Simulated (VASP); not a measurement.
# BaO (Fm-3m) in VASP: further runs

The runs below take BaO through single point, with PBE.

Everything below comes from runs of VASP 6.6.1. Logs are shortened: lines on timing, memory, paths and dates and some standing lists are left out, and cuts for length are marked.

### Step 1. The cell of the first run

Symmetry: Fm-3m, No. 225, cubic system. The conventional cell has a = 5.635 Å, b = 5.635 Å, c = 5.635 Å, α = 90.00°, β = 90.00°, γ = 90.00°. Ba (site symmetry m-3m) has 6 O at 2.82 Å within 3.7 Å. Within 3.7 Å of O (site symmetry m-3m) lie 6 Ba at 2.82 Å.

### Step 2. Single point, PBE (volume changed by +5%)

INCAR

```
SYSTEM = BaO
  ALGO = Normal
  EDIFF = 1E-6
  ENCUT = 600
  GGA = PE
  GGA_COMPAT = .FALSE.
  ISIF = 2
  ISMEAR = 0
  LASPH = .TRUE.
  LCHARG = .FALSE.
  LREAL = .FALSE.
  LWAVE = .FALSE.
  NBANDS = 15
  NELM = 120
  PREC = Accurate
  SIGMA = 0.01
```

KPOINTS

```
k-points
0
G
  4 4 4
  0 0 0
```

POSCAR

```
BaO
1.0
    0.0000000000      2.8173915486      2.8173915486
    2.8173915486      0.0000000000      2.8173915486
    2.8173915486      2.8173915486      0.0000000000
Ba O
1 1
Direct
    0.0000000000      0.0000000000      0.0000000000
    0.5000000000      0.5000000000      0.5000000000
```

Potentials or basis: VASP PAW PBE potentials, release 64 (Ba_sv, O).

Launch:

```sh
cat potpaw_PBE.64/Ba_sv/POTCAR potpaw_PBE.64/O/POTCAR > POTCAR
mpirun -np 1 vasp_std > vasp.out
```

OUTCAR:

```text
SYSTEM = BaO
   EDIFF = 1E-6
   ENCUT = 600
   GGA = PE
   ISIF = 2
   ISMEAR = 0
   LASPH = .TRUE.
   LREAL = .FALSE.
   NELM = 120
   PREC = Accurate

 ion  position               nearest neighbor table
   1  0.000  0.000  0.000-   2 2.82   2 2.82   2 2.82   2 2.82   2 2.82   2 2.82
   2  0.500  0.500  0.500-   1 2.82   1 2.82   1 2.82   1 2.82   1 2.82   1 2.82

  LATTYP: Found a face centered cubic cell.
 ALAT       =     5.6347830972

  Lattice vectors:

 A1 = (   0.0000000000,   2.8173915486,   2.8173915486)
 A2 = (   2.8173915486,   0.0000000000,   2.8173915486)
 A3 = (   2.8173915486,   2.8173915486,   0.0000000000)

Analysis of symmetry for initial positions (statically):
=====================================================================
 Subroutine PRICEL returns:
 Original cell was already a primitive cell.

 Routine SETGRP: Setting up the symmetry group for a
 face centered cubic supercell.

 Subroutine GETGRP returns: Found 48 space group operations
 (whereof 48 operations were pure point group operations)
 out of a pool of 48 trial point group operations.

The static configuration has the point symmetry O_h .

Analysis of symmetry for dynamics (positions and initial velocities):
=====================================================================
 Subroutine PRICEL returns:
 Original cell was already a primitive cell.

 Routine SETGRP: Setting up the symmetry group for a
 face centered cubic supercell.

 Subroutine GETGRP returns: Found 48 space group operations
 (whereof 48 operations were pure point group operations)
 out of a pool of 48 trial point group operations.

The dynamic configuration has the point symmetry O_h .

 Subroutine INISYM returns: Found 48 space group operations
 (whereof 48 operations are pure point group operations),
 and found     1 'primitive' translations

----------------------------------------------------------------------------------------

                                     Primitive cell

  volume of cell :      44.7272

  direct lattice vectors                    reciprocal lattice vectors
     0.000000000  2.817391549  2.817391549    -0.177469120  0.177469120  0.177469120
     2.817391549  0.000000000  2.817391549     0.177469120 -0.177469120  0.177469120
     2.817391549  2.817391549  0.000000000     0.177469120  0.177469120 -0.177469120

  length of vectors
     3.984393339  3.984393339  3.984393339     0.307385533  0.307385533  0.307385533

  position of ions in fractional coordinates (direct lattice)
     0.000000000  0.000000000  0.000000000
     0.500000000  0.500000000  0.500000000

  ion indices of the primitive-cell ions
   primitive index   ion index
                 1           1
                 2           2

----------------------------------------------------------------------------------------

 KPOINTS: k-points

Automatic generation of k-mesh.
 Grid dimensions read from file:
 generate k-points for:    4    4    4

 Generating k-lattice:

  Cartesian coordinates                     Fractional coordinates (reciprocal lattice)
    -0.044367280  0.044367280  0.044367280     0.250000000  0.000000000  0.000000000
     0.044367280 -0.044367280  0.044367280     0.000000000  0.250000000  0.000000000
     0.044367280  0.044367280 -0.044367280     0.000000000  0.000000000  0.250000000

  Length of vectors
     0.076846383  0.076846383  0.076846383

  Shift w.r.t. Gamma in fractional coordinates (k-lattice)
     0.000000000  0.000000000  0.000000000

 Subroutine IBZKPT returns following result:
 ===========================================

 Found      8 irreducible k-points:

 Following reciprocal coordinates:
            Coordinates               Weight
  0.000000  0.000000  0.000000      1.000000
  0.250000  0.000000  0.000000      8.000000
  0.500000  0.000000  0.000000      4.000000
  0.250000  0.250000  0.000000      6.000000
  0.500000  0.250000  0.000000     24.000000
 -0.250000  0.250000  0.000000     12.000000
  0.500000  0.500000  0.000000      3.000000
 -0.250000  0.500000  0.250000      6.000000
   k-points           NKPTS =      8   k-points in BZ     NKDIM =      8   number of bands    NBANDS=     15
   number of dos      NEDOS =    301   number of ions     NIONS =      2
   total plane-waves  NPLWV =  32768
   dimension x,y,z NGX =    32 NGY =   32 NGZ =   32
   dimension x,y,z NGXF=    64 NGYF=   64 NGZF=   64
   ions per type =               1   1
   NGX,Y,Z   is equivalent  to a cutoff of  13.35, 13.35, 13.35 a.u.
   NGXF,Y,Z  is equivalent  to a cutoff of  26.70, 26.70, 26.70 a.u.
 SYSTEM =  BaO
   PREC   = accura    normal or accurate (medium, high low for compatibility)
   ISTART =      0    job   : 0-new  1-cont  2-samecut
   ICHARG =      2    charge: 1-file 2-atom 10-const
   ISPIN  =      1    spin polarized calculation?
   LNONCOLLINEAR =      F non collinear calculations
   LSORBIT =      F    spin-orbit coupling
   LASPH  =      T    aspherical Exc in radial PAW
   ENCUT  =  600.0 eV  44.10 Ry    6.64 a.u.   7.96  7.96  7.96*2*pi/ulx,y,z
   NELM   =    120;   NELMIN=  2; NELMDL= -5     # of ELM steps
   EDIFF  = 0.1E-05   stopping-criterion for ELM
   LREAL  =      F    real-space projection
   EDIFFG = 0.1E-04   stopping-criterion for IOM
   NSW    =      0    number of steps for IOM
   IBRION =     -1    ionic relax: 0-MD 1-quasi-New 2-CG
   NFREE  =      0    steps in history (QN), initial steepest desc. (CG)
   ISIF   =      2    stress and relaxation
   ISYM   =      2    0-nonsym 1-usesym 2-fastsym
   POTIM  = 0.5000    time-step for ionic-motion
   TEBEG  =    0.0;   TEEND  =   0.0 temperature during run
   PSTRESS=    0.0 pullay stress
   NELECT =      16.0000    total number of electrons
   NUPDOWN=      -1.0000    fix difference up-down
   EMIN   =  10.00;   EMAX   =-10.00  energy-range for DOS
   EFERMI =   0.00;   METHOD = LEGACY
   ISMEAR =     0;   SIGMA  =   0.01  broadening in eV -4-tet -1-fermi 0-gaus
   EFERMI_NEDOS =   21; number of points for ismear=-14 and -15
   IALGO  =     38    algorithm
   IMIX   =      4    mixing-type and parameters
     AMIX     =   0.40;   BMIX     =  1.00
     AMIX_MAG =   1.60;   BMIX_MAG =  1.00
  volume/ion in A,a.u.               =      22.36       150.92
  Fermi-wavevector in a.u.,A,eV,Ry     =   1.162138  2.196122 18.375542  1.350564
  Thomas-Fermi vector in A             =   2.298702
   LORBIT       =      0    0 simple, 1 ext, 2 COOP (PROOUT), +10 PAW based schemes
   GGA     = PE    functional components
   LHFCALC =     F    Hartree Fock is set to
   AEXX    =    0.0000 exact exchange contribution
   IVDW    =     0    specifies the selected vdW correction
   LEPSILON=     F    determine dielectric tensor
   LRPA    =     F    only Hartree local field effects (RPA)
 non-spin polarized calculation
 Gauss-broadening in eV      SIGMA  =   0.01
  energy-cutoff  :      600.00
  volume of cell :       44.73
 maximum number of plane-waves:      1524
   NGX = 15   NGY = 15   NGZ = 15

 number of electron      16.0000005 magnetization

 Free energy of the ion-electron system (eV)
  ---------------------------------------------------
  ext. energy  EPLUGINS =         0.00000000
  ---------------------------------------------------
  free energy    TOTEN  =       -11.80764548 eV

  energy without entropy =      -11.80764548  energy(sigma->0) =      -11.80764548

 E-fermi :   1.6101     XC(G=0):  -9.3835

 val. band max:        1.5351836307   @ k =   0.5000   0.5000   0.0000
 cond. band min:       3.6663854027   @ k =   0.5000   0.5000   0.0000
 fundamental gap:      2.1312017720
 Fermi energy:         1.6101025670

 k-point     1 :       0.0000    0.0000    0.0000
  band No.  band energies     occupation
      1     -24.3938      2.00000
      2     -13.3303      2.00000
      3      -8.9987      2.00000
      4      -8.9987      2.00000
      5      -8.9987      2.00000
      6       1.3213      2.00000
      7       1.3213      2.00000
      8       1.3213      2.00000
      9       4.8643      0.00000
     10       6.2342      0.00000
     11       6.2342      0.00000
     12       6.2342      0.00000
     13       8.3734      0.00000
     14       8.3734      0.00000
     15      11.4609      0.00000

 k-point     2 :       0.2500    0.0000    0.0000
  band No.  band energies     occupation
      1     -24.2934      2.00000
      2     -13.6339      2.00000
      3      -9.1058      2.00000
      4      -9.0543      2.00000
      5      -9.0543      2.00000
      6       0.3930      2.00000
      7       0.7499      2.00000
      8       0.7499      2.00000
      9       5.9932      0.00000
     10       7.0350      0.00000
     11       7.2410      0.00000
     12       7.2410      0.00000
     13       9.6492      0.00000
     14       9.6492      0.00000
     15      14.2897      0.00000

 k-point     3 :       0.5000    0.0000    0.0000
  band No.  band energies     occupation
      1     -24.1889      2.00000
      2     -13.9387      2.00000
      3      -9.1990      2.00000
      4      -9.1077      2.00000
      5      -9.1077      2.00000
      6      -0.2645      2.00000
      7       0.2822      2.00000
      8       0.2822      2.00000
      9       6.4021      0.00000
     10       8.5324      0.00000
     11       8.5324      0.00000
     12       9.4322      0.00000
     13      11.6463      0.00000
     14      11.6463      0.00000
     15      14.7329      0.00000
[... 55 lines left out ...]
 k-point     7 :       0.5000    0.5000    0.0000
  band No.  band energies     occupation
      1     -24.1336      2.00000
      2     -13.4535      2.00000
      3     -10.2670      2.00000
      4      -9.4952      2.00000
      5      -9.4952      2.00000
      6       1.4510      2.00000
      7       1.4510      2.00000
      8       1.5352      2.00000
      9       3.6664      0.00000
     10       7.3041      0.00000
     11      10.1856      0.00000
     12      10.6076      0.00000
     13      10.9466      0.00000
     14      10.9466      0.00000
     15      14.2760      0.00000

 k-point     8 :      -0.2500    0.5000    0.2500
  band No.  band energies     occupation
      1     -24.1298      2.00000
      2     -13.6233      2.00000
      3      -9.9029      2.00000
      4      -9.9029      2.00000
      5      -9.0692      2.00000
      6       0.4031      2.00000
      7       1.3698      2.00000
      8       1.3698      2.00000
      9       6.1384      0.00000
     10       6.1384      0.00000
     11       8.1488      0.00000
     12      10.9648      0.00000
     13      10.9717      0.00000
     14      12.9308      0.00000
     15      14.3778      0.00000

------------------------ aborting loop because EDIFF is reached ----------------------------------------

  FORCE on cell =-STRESS in cart. coord.  units (eV):
  Direction    XX          YY          ZZ          XY          YZ          ZX
  --------------------------------------------------------------------------------------
  -------------------------------------------------------------------------------------
  Total       -0.2103404     -0.2103404     -0.2103404     -0.0000000      0.0000000      0.0000000
  in kB       -7.5346268     -7.5346268     -7.5346268     -0.0000000      0.0000000      0.0000000
  external PRESSURE =      -7.5346268 kB  Pullay stress =       0.0000000 kB

 VOLUME and BASIS-vectors are now :
 -----------------------------------------------------------------------------
  energy-cutoff  :      600.00
  volume of cell :       44.73
      direct lattice vectors                 reciprocal lattice vectors
     0.000000000  2.817391549  2.817391549    -0.177469120  0.177469120  0.177469120
     2.817391549  0.000000000  2.817391549     0.177469120 -0.177469120  0.177469120
     2.817391549  2.817391549  0.000000000     0.177469120  0.177469120 -0.177469120

 POSITION                                       TOTAL-FORCE (eV/Angst)
 -----------------------------------------------------------------------------------
      0.00000      0.00000      0.00000         0.000000     -0.000000     -0.000000
      2.81739      2.81739      2.81739        -0.000000      0.000000      0.000000
 -----------------------------------------------------------------------------------
    total drift:                                0.000000     -0.000000      0.000000

  FREE ENERGIE OF THE ION-ELECTRON SYSTEM (eV)
  ---------------------------------------------------
  free  energy   TOTEN  =       -11.8076454758 eV

  energy  without entropy=      -11.8076454758  energy(sigma->0) =      -11.80764548
```

Run time: 15 s. Hardware: 1 thread of Intel Xeon 8259CL, shared host; peak memory 0.17 GiB.

Results:

```
Free energy            : -11.8076 eV
Pressure               : -0.8 GPa
Band gap on the k mesh : 2.13 eV, direct
```

Caveat: the k points lie up to 0.48 Å⁻¹ apart; spin-orbit coupling is left out, which moves the levels of the heavy elements.

### Step 3. Single point, PBE (volume changed by +10%)

INCAR

```
SYSTEM = BaO
PREC = Accurate
ENCUT = 600
EDIFF = 1E-6
ISMEAR = 0
SIGMA = 0.01
LREAL = .FALSE.
LASPH = .TRUE.
NELM = 120
ALGO = Normal
ISIF = 2
LWAVE = .FALSE.
LCHARG = .TRUE.
GGA = PE
LELF = .TRUE.
LVHAR = .TRUE.
NBANDS = 15
GGA_COMPAT = .FALSE.
```

KPOINTS

```
Automatic mesh
0
G
  4 4 4
  0 0 0
```

POSCAR

```
BaO
1.0
    0.0000000000      2.8614204031      2.8614204031
    2.8614204031      0.0000000000      2.8614204031
    2.8614204031      2.8614204031      0.0000000000
Ba O
1 1
Direct
    0.0000000000      0.0000000000      0.0000000000
    0.5000000000      0.5000000000      0.5000000000
```

Potentials or basis: VASP PAW PBE potentials, release 64 (Ba_sv, O).

Launch:

```sh
cat potpaw_PBE.64/Ba_sv/POTCAR potpaw_PBE.64/O/POTCAR > POTCAR
mpirun -np 1 vasp_std > vasp.out
```

It took 19 s on 1 thread of Intel Xeon 8259CL, shared host; peak memory 0.18 GiB.

Results (log left out):

```yaml
Free_energy: -11.7806 eV
Pressure: -3.5 GPa
Band_gap_on_the_k_mesh: 2.25 eV, direct
```

Levels at points of the mesh, in eV from the valence-band top:
```
           k point  band 4  band 5  band 6  band 7  band 8  band 9  band 10  band 11  band 12  band 13
(0.00, 0.00, 0.00)  -10.64  -10.64   -0.11   -0.11   -0.11    3.14     4.70     4.70     4.70     6.73
(0.50, 0.00, 0.00)  -10.74  -10.74   -1.64   -1.07   -1.07    4.80     6.85     6.85     7.63     9.77
(0.50, 0.50, 0.00)  -11.07  -11.07   -0.02   -0.02    0.00    2.25     5.59     8.43     8.79     9.13
```

Caveat: the k points lie up to 0.48 Å⁻¹ apart; spin-orbit coupling is left out, which moves the levels of the heavy elements.
